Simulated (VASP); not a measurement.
# Zn5CdTe6 (P1) in VASP: relaxation of cell and atoms with PBE

Aim: the relaxation of cell and atoms of Zn5CdTe6 with PBE.

Everything below comes from runs of VASP 6.6.1. Logs are shortened: lines on timing, memory, paths and dates and some standing lists are left out, and cuts for length are marked.

**1. The cell of the first run**

The typed cell holds 12 atoms: a = 4.364 Å, b = 4.361 Å, c = 18.930 Å, α = 89.92°, β = 91.46°, γ = 92.25°.

**2. Relaxation of cell and atoms, PBE**

Input file INCAR:

```
SYSTEM = Zn5CdTe6
  ALGO = Normal
  EDIFF = 1E-6
  EDIFFG = -0.025
  ENCUT = 600
  GGA = PE
  IBRION = 2
  ISIF = 3
  ISMEAR = 0
  LASPH = .TRUE.
  LCHARG = .FALSE.
  LREAL = .FALSE.
  LWAVE = .FALSE.
  NELM = 80
  NSW = 80
  PREC = Accurate
  SIGMA = 0.1
```

Input file KPOINTS:

```
k-points
0
G
  4 4 1
  0 0 0
```

Input file POSCAR:

```
Zn5CdTe6
1.0
    4.3626768939     -0.0856841688     -0.0559641896
   -0.0856841688      4.3598491772      0.0026348364
   -0.2384331271      0.0112256122     18.9287068751
Zn Cd Te
5 1 6
Direct
    0.5217990462      0.5022780897      0.1682891423
   -0.0120748593      0.0666983245      0.3465276872
    0.5420581040      0.4594318504      0.5003431184
    0.0320799092      0.0069779132      0.6579066744
    0.4758180073      0.5192307309      0.8402231307
    0.0101546193      0.0329292195     -0.0055988695
    0.4784601533      0.0419280262      0.2571279131
   -0.0493239732      0.4513523985      0.4110024967
    0.4781847018      0.0044502991      0.5648558790
    0.0228009214      0.4722559469      0.7511418061
    0.4992048331     -0.0310962437      0.9135860729
    0.0008385369      0.4735634448      0.0945949488
```

Potentials or basis: VASP PAW PBE potentials, release 64 (Zn, Cd, Te).

Command:

```sh
$ cat potpaw_PBE.64/Zn/POTCAR potpaw_PBE.64/Cd/POTCAR potpaw_PBE.64/Te/POTCAR > POTCAR
$ mpirun -np 1 vasp_std > vasp.out
```

OUTCAR:

```text
SYSTEM = Zn5CdTe6
   EDIFF = 1E-6
   EDIFFG = -0.025
   ENCUT = 600
   GGA = PE
   IBRION = 2
   ISIF = 3
   ISMEAR = 0
   LASPH = .TRUE.
   LREAL = .FALSE.
   NELM = 80
   NSW = 80
   PREC = Accurate

 ion  position               nearest neighbor table
   1  0.522  0.502  0.168-  12 2.55   7 2.62  12 2.64   7 2.91
   2  0.988  0.067  0.347-   8 2.09   7 2.76   7 2.77   8 2.95
   3  0.542  0.459  0.500-   9 2.34   8 2.49   9 2.70   8 3.05
   4  0.032  0.007  0.658-   9 2.66  10 2.69  10 2.92   9 2.95
   5  0.476  0.519  0.840-  11 2.40  10 2.57  11 2.77  10 2.97
   6  0.010  0.033  0.994-  11 2.68  11 2.68  12 2.70  12 3.09
   7  0.478  0.042  0.257-   1 2.62   2 2.76   2 2.77   1 2.91
   8  0.951  0.451  0.411-   2 2.09   3 2.49   2 2.95   3 3.05
   9  0.478  0.004  0.565-   3 2.34   4 2.66   3 2.70   4 2.95
  10  0.023  0.472  0.751-   5 2.57   4 2.69   4 2.92   5 2.97
  11  0.499  0.969  0.914-   5 2.40   6 2.68   6 2.68   5 2.77
  12  0.001  0.474  0.095-   1 2.55   1 2.64   6 2.70   6 3.09

  LATTYP: Found a triclinic cell.
 ALAT       =     4.3638771119
 B/A-ratio  =     0.9992700885
 C/A-ratio  =     4.3379342166
 COS(alpha) =     0.0014445508
 COS(beta)  =     0.0254269545
 COS(gamma) =     0.0392826365

  Lattice vectors:

 A1 = (   4.3626768939,  -0.0856841688,  -0.0559641896)
 A2 = (   0.0856841688,  -4.3598491772,  -0.0026348364)
 A3 = (   0.2384331271,  -0.0112256122, -18.9287068751)

Analysis of symmetry for initial positions (statically):
=====================================================================
 Subroutine PRICEL returns:
 Original cell was already a primitive cell.

 Routine SETGRP: Setting up the symmetry group for a
 triclinic supercell.

 Subroutine GETGRP returns: Found  1 space group operations
 (whereof  1 operations were pure point group operations)
 out of a pool of  2 trial point group operations.

The static configuration has the point symmetry C_1 .

Analysis of symmetry for dynamics (positions and initial velocities):
=====================================================================
 Subroutine PRICEL returns:
 Original cell was already a primitive cell.

 Routine SETGRP: Setting up the symmetry group for a
 triclinic supercell.

 Subroutine GETGRP returns: Found  1 space group operations
 (whereof  1 operations were pure point group operations)
 out of a pool of  2 trial point group operations.

[... 105 lines left out ...]
   EDIFF  = 0.1E-05   stopping-criterion for ELM
   LREAL  =      F    real-space projection
   EDIFFG = -.3E-01   stopping-criterion for IOM
   NSW    =     80    number of steps for IOM
   IBRION =      2    ionic relax: 0-MD 1-quasi-New 2-CG
   NFREE  =      1    steps in history (QN), initial steepest desc. (CG)
   ISIF   =      3    stress and relaxation
   ISYM   =      2    0-nonsym 1-usesym 2-fastsym
   POTIM  = 0.5000    time-step for ionic-motion
   TEBEG  =    0.0;   TEEND  =   0.0 temperature during run
   PSTRESS=    0.0 pullay stress
   NELECT =     108.0000    total number of electrons
   NUPDOWN=      -1.0000    fix difference up-down
   EMIN   =  10.00;   EMAX   =-10.00  energy-range for DOS
   EFERMI =   0.00;   METHOD = LEGACY
   ISMEAR =     0;   SIGMA  =   0.10  broadening in eV -4-tet -1-fermi 0-gaus
   EFERMI_NEDOS =   21; number of points for ismear=-14 and -15
   IALGO  =     38    algorithm
   IMIX   =      4    mixing-type and parameters
     AMIX     =   0.40;   BMIX     =  1.00
     AMIX_MAG =   1.60;   BMIX_MAG =  1.00
  volume/ion in A,a.u.               =      29.99       202.36
  Fermi-wavevector in a.u.,A,eV,Ry     =   1.096092  2.071313 16.346271  1.201417
  Thomas-Fermi vector in A             =   2.232427
   LORBIT       =      0    0 simple, 1 ext, 2 COOP (PROOUT), +10 PAW based schemes
   GGA     = PE    functional components
   LHFCALC =     F    Hartree Fock is set to
   AEXX    =    0.0000 exact exchange contribution
   IVDW    =     0    specifies the selected vdW correction
   LEPSILON=     F    determine dielectric tensor
   LRPA    =     F    only Hartree local field effects (RPA)
 conjugate gradient relaxation of ions
 non-spin polarized calculation
 Gauss-broadening in eV      SIGMA  =   0.10
  energy-cutoff  :      600.00
  volume of cell :      359.84
 maximum number of plane-waves:     12032
 NGX is ok and might be reduce to    36
   NGX = 17   NGY = 17   NGZ = 75

--------------------------------------- Ionic step        1  -------------------------------------------

 number of electron     108.0000004 magnetization

 Free energy of the ion-electron system (eV)
  ---------------------------------------------------
  ext. energy  EPLUGINS =         0.00000000
  ---------------------------------------------------
  free energy    TOTEN  =       -27.14289357 eV

  energy without entropy =      -27.14288500  energy(sigma->0) =      -27.14288929

------------------------ aborting loop because EDIFF is reached ----------------------------------------

  FORCE on cell =-STRESS in cart. coord.  units (eV):
  Direction    XX          YY          ZZ          XY          YZ          ZX
  --------------------------------------------------------------------------------------
  -------------------------------------------------------------------------------------
  Total        5.4645698     16.5498432      9.6503818      0.5579559      8.1184468     -1.0333668
  in kB       24.3309463     73.6880231     42.9682352      2.4842934     36.1473087     -4.6010562
  external PRESSURE =      46.9957349 kB  Pullay stress =       0.0000000 kB
[... 119 lines left out ...]
  FREE ENERGIE OF THE ION-ELECTRON SYSTEM (eV)
  ---------------------------------------------------
  free  energy   TOTEN  =       -29.4053198054 eV

  energy  without entropy=      -29.4052601924  energy(sigma->0) =      -29.40529000

[... ionic steps 4 to 19 ...]

--------------------------------------- Ionic step       20  -------------------------------------------

 number of electron     108.0000021 magnetization

------------------------ aborting loop because EDIFF is reached ----------------------------------------
[... 87 lines left out ...]
--------------------------------------- Ionic step       22  -------------------------------------------

 number of electron     108.0000025 magnetization

 Free energy of the ion-electron system (eV)
  ---------------------------------------------------
  ext. energy  EPLUGINS =         0.00000000
  ---------------------------------------------------
  free energy    TOTEN  =       -30.52065172 eV

  energy without entropy =      -30.52065172  energy(sigma->0) =      -30.52065172

 E-fermi :   3.1215     XC(G=0):  -8.6788

 val. band max:        2.6326557766   @ k =   0.0000   0.0000   0.0000
 cond. band min:       3.5562247990   @ k =   0.0000   0.0000   0.0000
 fundamental gap:      0.9235690224
 Fermi energy:         3.1215294495

 k-point     1 :       0.0000    0.0000    0.0000
  band No.  band energies     occupation
      1      -8.8021      2.00000
      2      -8.6169      2.00000
      3      -8.4895      2.00000
      4      -8.1181      2.00000
      5      -8.0092      2.00000
      6      -7.7841      2.00000
[... 698 lines left out ...]
  FREE ENERGIE OF THE ION-ELECTRON SYSTEM (eV)
  ---------------------------------------------------
  free  energy   TOTEN  =       -30.5206517157 eV

  energy  without entropy=      -30.5206517157  energy(sigma->0) =      -30.52065172

 reached required accuracy - stopping structural energy minimisation
```

Wall time 37 min (1 thread of AMD EPYC 9R45 (Zen 5), shared host); peak memory 0.64 GiB.

Results:

- Free energy: -30.5207 eV
- Relaxed volume: 30.67 Å³/atom
- Relaxed cell: a = 4.438 Å, b = 4.438 Å, c = 18.688 Å, α = 89.96°, β = 90.03°, γ = 90.01°
- Space group after relaxing (to 0.1 Å): C2 (No. 5)
- Energy gained by relaxing: 281.5 meV/atom
- Ionic steps: 22
- Pressure after relaxing: 0.0 GPa
- Largest force after relaxing: 0.023 eV/Å
- Band gap on the k mesh: 0.92 eV

Forces on the atoms (eV/Å):
```
Zn  -0.004 -0.011  0.001
Zn   0.010 -0.017  0.002
Zn  -0.007  0.012  0.002
Zn   0.009  0.013  0.005
Zn  -0.005  0.010  0.006
Cd   0.000 -0.005 -0.005
Te   0.001 -0.011 -0.017
Te   0.016  0.008 -0.014
Te  -0.017  0.001 -0.008
Te   0.008  0.007  0.005
Te  -0.009  0.005  0.013
Te   0.000 -0.010  0.010
```

Step by step:
| step | energy change (eV) | largest force (eV/Å) | pressure (GPa) | volume (Å³) |
| --- | --- | --- | --- | --- |
| 1 | 0.0000 | 8.4412 | 4.70 | 359.84 |
| 2 | -2.0002 | 1.9984 | -2.26 | 407.03 |
| 3 | -2.2624 | 1.7137 | -0.82 | 386.33 |
| 4 | -2.2653 | 1.7669 | -1.08 | 388.99 |
| 5 | -2.7791 | 0.9482 | -0.89 | 381.29 |
| 6 | -3.0643 | 0.8487 | 0.13 | 369.53 |
| 7 | -3.2669 | 0.4806 | 0.16 | 367.35 |
| 8 | -3.2933 | 0.4643 | 0.28 | 366.19 |
| 9 | -3.3399 | 0.1941 | -0.19 | 369.82 |
| 10 | -3.3467 | 0.1378 | -0.42 | 371.86 |
| 11 | -3.3570 | 0.1096 | 0.16 | 366.67 |
| 12 | -3.3572 | 0.1110 | 0.09 | 367.25 |
| 13 | -3.3614 | 0.0797 | 0.05 | 367.46 |
| 14 | -3.3662 | 0.1397 | -0.01 | 368.04 |
| 15 | -3.3696 | 0.1106 | -0.03 | 368.11 |
| 16 | -3.3733 | 0.0662 | -0.05 | 368.24 |
| 17 | -3.3734 | 0.0678 | -0.05 | 368.28 |
| 18 | -3.3762 | 0.0500 | 0.03 | 367.63 |
| 19 | -3.3764 | 0.0551 | 0.06 | 367.37 |
| 20 | -3.3772 | 0.0279 | -0.02 | 368.11 |
| 21 | -3.3773 | 0.0276 | -0.08 | 368.55 |
| 22 | -3.3778 | 0.0226 | -0.01 | 368.09 |

Final structure:
```
Zn Cd Te
1.0
     4.43800   -0.00033   -0.00035
    -0.00009    4.43831    0.00163
    -0.00706    0.00776   18.68752
Zn Cd Te
5 1 6
Cartesian
  2.2191 2.2521 3.2787
  4.4232 0.0195 6.3157
  2.2109 2.2068 9.3479
  -0.0024 4.4155 12.3765
  2.2175 2.2005 15.4055
  0.0030 0.0313 18.6840
  2.2077 0.0288 4.8001
  4.4271 2.2306 7.8344
  2.2180 4.4260 10.8635
  -0.0030 2.1991 13.8893
  2.2219 4.4258 16.9122
  0.0004 2.2425 1.7692
```

Caveat: spin-orbit coupling is left out, which moves the levels of the heavy elements.
